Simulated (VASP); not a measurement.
Input of a VASP 6.6.1 run:

The input INCAR:

```
SYSTEM = Sc2As3Se3
PREC     = Accurate       ! precision mode
ENCUT    = 520            ! plane-wave cutoff, eV
EDIFF    = 1E-7           ! SCF threshold, eV
ISMEAR   = 0              ! smearing method
SIGMA    = 0.2            ! smearing width, eV
LREAL    = .FALSE.        ! projectors in reciprocal space
LASPH    = .TRUE.         ! aspherical terms in the spheres
NELM     = 80             ! most SCF steps
ALGO     = Normal         ! electronic algorithm
ISIF     = 2              ! what is computed and relaxed
LWAVE    = .FALSE.        ! write WAVECAR
LCHARG   = .FALSE.        ! write CHGCAR
GGA      = PE             ! functional
NBANDS   = 38             ! bands
```

Contents of KPOINTS:

```
regular mesh
0
G
  3 3 2
  0 0 0
```

Contents of POSCAR:

```
Sc2As3Se3
1.0
    2.7682523488     -4.6156536267      0.0000000000
    2.7682523488      4.6156536267      0.0000000000
    0.0000000000      0.0000000000      8.4197806263
Sc As Se
2 3 3
Direct
    0.0000000000      0.0000000000      0.8055800684
    0.0000000000      0.0000000000      0.1944199316
    0.0000000000      0.5000000000      0.5000000000
    0.5000000000      0.0000000000      0.5000000000
    0.0000000000      0.0000000000      0.5000000000
    0.2167915480      0.7832084520      0.0000000000
    0.7832084520      0.2167915480      0.0000000000
    0.5000000000      0.5000000000      0.0000000000
```

Potentials or basis: VASP PAW PBE potentials, release 64 (Sc_sv, As, Se).

Run with:

```bash
$ cat potpaw_PBE.64/Sc_sv/POTCAR potpaw_PBE.64/As/POTCAR potpaw_PBE.64/Se/POTCAR > POTCAR
$ mpirun -np 1 vasp_std > vasp.out
```

Problem. What does it give for the band gap on the k mesh?

Solution. Zero (an odd number of electrons rules out a gap without spin polarisation).

Problem. Estimate the largest force.

Solution. 0.041 eV/Å.

Forces in eV/Å, atoms in the order of the input:
```
Sc   0.000  0.000  0.041
Sc   0.000  0.000 -0.041
As   0.000  0.000  0.000
As   0.000  0.000  0.000
As   0.000  0.000  0.000
Se   0.000 -0.010  0.000
Se   0.000  0.010  0.000
Se   0.000  0.000  0.000
```

Caveat: the k points lie up to 0.44 Å⁻¹ apart, too coarse for converged energies and pressures of a metal.
